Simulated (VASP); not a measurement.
Input of a VASP 6.6.1 run:

Contents of INCAR:

```
  ALGO = Normal
  EDIFF = 1E-6
  ENCUT = 500
  GGA = PE
  GGA_COMPAT = False
  ISIF = 2
  ISMEAR = 0
  LASPH = True
  LCHARG = False
  LREAL = False
  LWAVE = False
  NBANDS = 16
  NELM = 120
  PREC = Accurate
  SIGMA = 0.15
```

The input KPOINTS:

```
k-points
0
Gamma
  4 4 4
```

POSCAR

```
MoH3
1.0
    3.1607493265     -0.0000000025      0.0000000000
   -1.5803746611      2.7372892130      0.0000000000
    0.0000000000      0.0000000000      2.7324903965
H Mo
3 1
Direct
    0.5000000000      0.0000000000      0.0000000000
    0.0000000000      0.5000000000      0.0000000000
    0.5000000000      0.5000000000      0.0000000000
    0.0000000000      0.0000000000      0.5000000000
```

Potentials or basis: VASP PAW PBE potentials, release 64 (H, Mo_sv).

Command:

```console
$ cat potpaw_PBE.64/H/POTCAR potpaw_PBE.64/Mo_sv/POTCAR > POTCAR
$ mpirun -np 1 vasp_std > vasp.out
```

Q: Estimate the pressure.

A: -0.1 GPa.

Stress tensor (GPa, compression positive):
```
-0.11  0.00  0.00
 0.00 -0.11  0.00
 0.00  0.00  0.05
```

Caveat: the k points lie up to 0.57 Å⁻¹ apart.
